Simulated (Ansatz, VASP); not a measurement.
## BN in VASP and in Ansatz

File INCAR:

```
ALGO = Normal ; EDIFF = 1E-6
ENCUT = 520 ; ISIF = 2
ISMEAR = 0 ; LASPH = T
LCHARG = F ; LREAL = F
LWAVE = F ; NBANDS = 16
NELM = 100 ; PREC = Accurate
SIGMA = 0.01
```

The input KPOINTS:

```
k-points
0
Gamma
  12 12 6
```

POSCAR

```
BN
1.0
    2.4913353474      0.0000000000      0.0000000000
   -1.2456676737      2.1575597002      0.0000000000
    0.0000000000      0.0000000000      4.0010591824
B N
2 2
Direct
    0.0000000000      0.0000000000      0.0000000000
    0.0000000000      0.0000000000      0.5000000000
    0.3333333333      0.6666666667      0.2500000000
    0.6666666667      0.3333333333      0.7500000000
```

Input for Ansatz:

```yaml
crystal:
  lattice:
    - [2.4913353474, 0.0, 0.0]
    - [-1.2456676737, 2.1575597002, 0.0]
    - [0.0, 0.0, 4.0010591824]
  atoms:
    - { symbol: B, position: [0.0, 0.0, 0.0] }
    - { symbol: B, position: [0.0, 0.0, 0.5] }
    - { symbol: "N", position: [0.3333333333, 0.6666666667, 0.25] }
    - { symbol: "N", position: [0.6666666667, 0.3333333333, 0.75] }
kpoints:
  mp_grid: { grid: [12, 12, 6] }
  band_path:
    path:
      - [0.0, 0.0, 0.0]
      - [0.5, 0.0, 0.0]
      - [0.3333333333, 0.3333333333, 0.0]
      - [0.0, 0.0, 0.5]
      - [0.5, 0.0, 0.5]
      - [0.3333333333, 0.3333333333, 0.5]
      - [0.0, 0.179688, 0.0]
      - [0.25, 0.25, 0.1666666667]
    npoints: 1
hamiltonian:
  xc: lda
scf:
  occupations: { method: fixed }
  n_extra_bands: 5
output:
  forces: true
  stress: true
  eigenvalues: true
```

Alike in both runs: task single point; functional LDA; k mesh 12 × 12 × 6; no spin polarisation.

```csv
,VASP,Ansatz
version,VASP 6.6.1,Ansatz 0.2.0
potentials or method,"VASP PAW LDA potentials, release 64 (B, N)","plane waves, PAW"
plane-wave cutoff (eV),520,420
occupations,"gaussian, width 0.01 eV",fixed
valence electrons in the cell,16,16
```

Ansatz gave:

- gap on the k mesh at the Fermi level (eV): 1.69
- pressure (GPa): -10.0
- traceless stress, the component that is largest in VASP (GPa): 2.72

What did VASP give for the same quantities?

gap on the k mesh at the Fermi level (eV): 1.67; pressure (GPa): -9.5; traceless stress, the component that is largest in VASP (GPa): 2.60.

LDA's correlation is that of Perdew and Zunger in VASP and of Perdew and Wang (1992) in Ansatz.
